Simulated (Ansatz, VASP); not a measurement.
## One calculation of Re, two programs

```
CELL_PARAMETERS angstrom
2.76080 0.00000 0.00000
-1.38040 2.39092 0.00000
0.00000 0.00000 4.45820
ATOMIC_POSITIONS crystal
Re 0.66667 0.33333 0.75000
Re 0.33333 0.66667 0.25000
```

Alike in both runs: functional BLYP; k mesh 6 × 6 × 4; occupations fermi-dirac, width 0.05 eV; no spin polarisation.

```csv
,VASP,Ansatz
version,VASP 6.6.1,Ansatz 0.2.0
potentials or method,"VASP PAW PBE potentials, release 64 (Re)",Ansatz PAW
plane-wave cutoff (eV),520,420
valence electrons in the cell,14,30
task,single point,band structure
```

Ansatz gave:

* gap on the k mesh at the Fermi level (eV): none
* pressure (GPa): 20.5
* traceless stress, the component that is largest in VASP (GPa): 1.15

Which values does VASP return?

gap on the k mesh at the Fermi level (eV): none; pressure (GPa): 22.9; traceless stress, the component that is largest in VASP (GPa): 1.11.

VASP's potentials were made for PBE, not for BLYP. A gap of «none» marks a metal or a gap that the smearing closes. VASP's potentials hold 14 valence electrons a cell and Ansatz's 30, so a difference there can come from the potentials and not from the codes.

The k mesh is coarse, so the values compare programs but aren't converged. Spin-orbit coupling is off throughout.
